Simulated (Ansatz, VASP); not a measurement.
# Ge in VASP and in Ansatz

```
Ge
1.0
     4.04375    0.00000    0.00000
    -2.02188    3.50199    0.00000
     0.00000    0.00000   28.00000
Ge
2
Direct
  0.33333 0.66667 0.51212
  0.66667 0.33333 0.48788
```

Alike in both runs: functional PBE; k mesh 12 × 12 × 1; occupations gaussian, width 0.1 eV; no spin polarisation.

Ansatz relaxed the structure, and its values are those at the end. VASP's run is a single point on that final structure, the one shown.

```csv
,VASP,Ansatz
version,VASP 6.6.1,Ansatz 0.2.0
potentials or method,"VASP PAW PBE potentials, release 64 (Ge_d), cutoff 520 eV","scalar-relativistic, plane waves, PAW"
valence electrons in the cell,28,28
```

```tsv
	VASP	Ansatz	Ansatz less VASP
gap on the k mesh at the Fermi level (eV)	none	none	-
work function, face that differs most (eV)	4.47	4.47	0.000
```

A gap of «none» marks a metal or a gap that the smearing closes. The functional is the same, so the differences come from potentials, cutoffs and numerics.
